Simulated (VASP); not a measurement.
# NaF in VASP: a series of runs, part 2 of 2

VASP 6.6.1.

### Step 3. Single point, HSE06 (strain +4.5%)

Contents of POSCAR:

```
NaF
1.0
    0.0000000000      2.4010000772      2.4010000772
    2.4010000772      0.0000000000      2.4010000772
    2.4010000772      2.4010000772      0.0000000000
Na F
1 1
Direct
    0.0000000000      0.0000000000      0.0000000000
    0.5000000000      0.5000000000      0.5000000000
```

Contents of INCAR.step1:

```
SYSTEM = NaF
PREC = Accurate
ENCUT = 520
EDIFF = 1E-5
ISMEAR = 0
SIGMA = 0.01
LREAL = .False.
LASPH = .True.
NELM = 80
ALGO = Normal
ISIF = 2
LWAVE = .True.
LCHARG = .False.
GGA = PE
NBANDS = 14
```

Contents of INCAR.step2:

```
SYSTEM = NaF
PREC = Accurate
ENCUT = 520
EDIFF = 1E-6
ISMEAR = 0
SIGMA = 0.01
LREAL = .False.
LASPH = .True.
NELM = 80
ALGO = Normal
ISIF = 2
LWAVE = .False.
LCHARG = .False.
GGA = PE
LHFCALC = .True.
HFSCREEN = 0.2079
PRECFOCK = Normal
ISTART = 1
NBANDS = 14
```

Contents of KPOINTS:

```
Automatic mesh
0
Gamma
  6 6 6
  0 0 0
```

Potentials or basis: VASP PAW PBE potentials, release 64 (Na_pv, F).

Started as:

```bash
$ cat potpaw_PBE.64/Na_pv/POTCAR potpaw_PBE.64/F/POTCAR > POTCAR
$ cp INCAR.step1 INCAR
$ mpirun -np 1 vasp_std > vasp.out
$ cp INCAR.step2 INCAR
$ mpirun -np 1 vasp_std > vasp.out
```

OUTCAR:

```text
SYSTEM = NaF
   PREC = Accurate
   ENCUT = 520
   EDIFF = 1E-6
   ISMEAR = 0
   LREAL = .False.
   LASPH = .True.
   NELM = 80
   ISIF = 2
   GGA = PE
   LHFCALC = .True.
   HFSCREEN = 0.2079
   PRECFOCK = Normal
   ISTART = 1

 ion  position               nearest neighbor table
   1  0.000  0.000  0.000-
   2  0.500  0.500  0.500-

  LATTYP: Found a face centered cubic cell.
 ALAT       =     4.8020001544

  Lattice vectors:

 A1 = (   0.0000000000,   2.4010000772,   2.4010000772)
 A2 = (   2.4010000772,   0.0000000000,   2.4010000772)
 A3 = (   2.4010000772,   2.4010000772,   0.0000000000)

Analysis of symmetry for initial positions (statically):
=====================================================================
 Subroutine PRICEL returns:
 Original cell was already a primitive cell.

 Routine SETGRP: Setting up the symmetry group for a
 face centered cubic supercell.

 Subroutine GETGRP returns: Found 48 space group operations
 (whereof 48 operations were pure point group operations)
 out of a pool of 48 trial point group operations.

The static configuration has the point symmetry O_h .

Analysis of symmetry for dynamics (positions and initial velocities):
=====================================================================
 Subroutine PRICEL returns:
 Original cell was already a primitive cell.

 Routine SETGRP: Setting up the symmetry group for a
 face centered cubic supercell.

 Subroutine GETGRP returns: Found 48 space group operations
 (whereof 48 operations were pure point group operations)
 out of a pool of 48 trial point group operations.

The dynamic configuration has the point symmetry O_h .

 Subroutine INISYM returns: Found 48 space group operations
 (whereof 48 operations are pure point group operations),
 and found     1 'primitive' translations

[... 120 lines left out ...]
   ENCUTFOCK=  -1.0 apply spherical cutoff to Coloumb kernel
   IVDW    =     0    specifies the selected vdW correction
   LEPSILON=     F    determine dielectric tensor
   LRPA    =     F    only Hartree local field effects (RPA)
 non-spin polarized calculation
 Gauss-broadening in eV      SIGMA  =   0.01
  energy-cutoff  :      520.00
  volume of cell :       27.68
 maximum number of plane-waves:       754
 NGX is ok and might be reduce to    28
  NGX = 20; NGY = 20; NGZ = 20

 number of electron      13.9999990 magnetization

 Free energy of the ion-electron system (eV)
  ---------------------------------------------------
  ext. energy  EPLUGINS =         0.00000000
  ---------------------------------------------------
  free energy    TOTEN  =       -10.27935697 eV

  energy without entropy =      -10.27935697  energy(sigma->0) =      -10.27935697

 E-fermi :  -4.0768     XC(G=0):  -7.1158

 val. band max:       -4.1567925294   @ k =   0.0000   0.0000   0.0000
 cond. band min:       3.6980071833   @ k =   0.0000   0.0000   0.0000
 fundamental gap:      7.8547997127
 Fermi energy:        -4.0767551259

 k-point     1 :       0.0000    0.0000    0.0000
  band No.  band energies     occupation
      1     -24.8921      2.00000
      2     -24.8921      2.00000
      3     -24.8921      2.00000
      4     -24.7226      2.00000
      5      -4.1568      2.00000
      6      -4.1568      2.00000
      7      -4.1568      2.00000
      8       3.6980      0.00000
      9      16.3528      0.00000
     10      16.3528      0.00000
     11      16.3529      0.00000
     12      18.7620      0.00000
     13      21.2664      0.00000
     14      21.2664      0.00000
[... 241 lines left out ...]
      1     -25.0975      2.00000
      2     -24.9674      2.00000
      3     -24.9401      2.00000
      4     -24.3409      2.00000
      5      -5.1305      2.00000
      6      -4.7442      2.00000
      7      -4.6289      2.00000
      8      10.4871      0.00000
      9      10.7048      0.00000
     10      11.6677      0.00000
     11      14.7465      0.00000
     12      18.4935      0.00000
     13      22.8502      0.00000
     14      23.0156      0.00000

------------------------ aborting loop because EDIFF is reached ----------------------------------------

  FORCE on cell =-STRESS in cart. coord.  units (eV):
  Direction    XX          YY          ZZ          XY          YZ          ZX
  --------------------------------------------------------------------------------------
  -------------------------------------------------------------------------------------
  Total       -0.6979401     -0.6979401     -0.6979401      0.0000000      0.0000000      0.0000000
  in kB      -40.3944987    -40.3944987    -40.3944987      0.0000000      0.0000000      0.0000000
  external PRESSURE =     -40.3944987 kB  Pullay stress =       0.0000000 kB

 VOLUME and BASIS-vectors are now :
 -----------------------------------------------------------------------------
  energy-cutoff  :      520.00
  volume of cell :       27.68
      direct lattice vectors                 reciprocal lattice vectors
     0.000000000  2.401000077  2.401000077    -0.208246557  0.208246557  0.208246557
     2.401000077  0.000000000  2.401000077     0.208246557 -0.208246557  0.208246557
     2.401000077  2.401000077  0.000000000     0.208246557  0.208246557 -0.208246557

 POSITION                                       TOTAL-FORCE (eV/Angst)
 -----------------------------------------------------------------------------------
      0.00000      0.00000      0.00000        -0.000000      0.000000     -0.000000
      2.40100      2.40100      2.40100         0.000000     -0.000000      0.000000
 -----------------------------------------------------------------------------------
    total drift:                                0.000000      0.000000      0.000000

  FREE ENERGIE OF THE ION-ELECTRON SYSTEM (eV)
  ---------------------------------------------------
  free  energy   TOTEN  =       -10.2793569703 eV

  energy  without entropy=      -10.2793569703  energy(sigma->0) =      -10.27935697
```

OSZICAR.step1:

```text
N       E                     dE             d eps       ncg     rms          rms(c)
DAV:   1     0.109762627245E+03    0.10976E+03   -0.76983E+03   448   0.112E+03
DAV:   2    -0.380003686779E+01   -0.11356E+03   -0.10648E+03   496   0.336E+02
DAV:   3    -0.943083701828E+01   -0.56308E+01   -0.56140E+01   574   0.693E+01
DAV:   4    -0.947881934280E+01   -0.47982E-01   -0.47980E-01   472   0.677E+00
DAV:   5    -0.947937457415E+01   -0.55523E-03   -0.55523E-03   580   0.749E-01    0.544E+00
DAV:   6    -0.856749103512E+01    0.91188E+00   -0.33245E+00   526   0.142E+01    0.192E+00
DAV:   7    -0.855461591757E+01    0.12875E-01   -0.33135E-02   460   0.208E+00    0.108E+00
DAV:   8    -0.855594753699E+01   -0.13316E-02   -0.33880E-02   478   0.388E+00    0.165E-01
DAV:   9    -0.855688107723E+01   -0.93354E-03   -0.55271E-03   520   0.662E-01    0.169E-01
DAV:  10    -0.855661265750E+01    0.26842E-03   -0.14961E-03   490   0.362E-01    0.834E-03
DAV:  11    -0.855661180917E+01    0.84833E-06   -0.36454E-05   526   0.109E-01
   1 F= -.85566118E+01 E0= -.85566118E+01  d E =-.134603-125
```

Wall time 29 min (1 thread of Intel Xeon 8259CL, shared host); peak memory 0.26 GiB.

Results:

| Quantity | Value |
| --- | --- |
| Free energy | -10.2794 eV |
| Pressure | -4.0 GPa |
| Band gap on the k mesh | 7.85 eV |

Levels at points of the mesh, in eV from the valence-band top:
```
           k point  band 3  band 4  band 5  band 6  band 7  band 8  band 9  band 10  band 11  band 12
(0.00, 0.00, 0.00)  -20.74  -20.57    0.00    0.00    0.00    7.85   20.51    20.51    20.51    22.92
(0.50, 0.00, 0.00)  -20.74  -19.91   -1.39   -0.22   -0.22   12.29   13.87    21.33    21.33    24.20
(0.50, 0.50, 0.00)  -20.77  -20.37   -1.15   -0.38   -0.38   14.57   14.89    15.04    20.93    20.93
```

Caveat: the cell differs from its parent crystal (strain +4.5%); the cell stands under tension; the PAW data sets were made with another functional, which shifts forces and pressure a little.
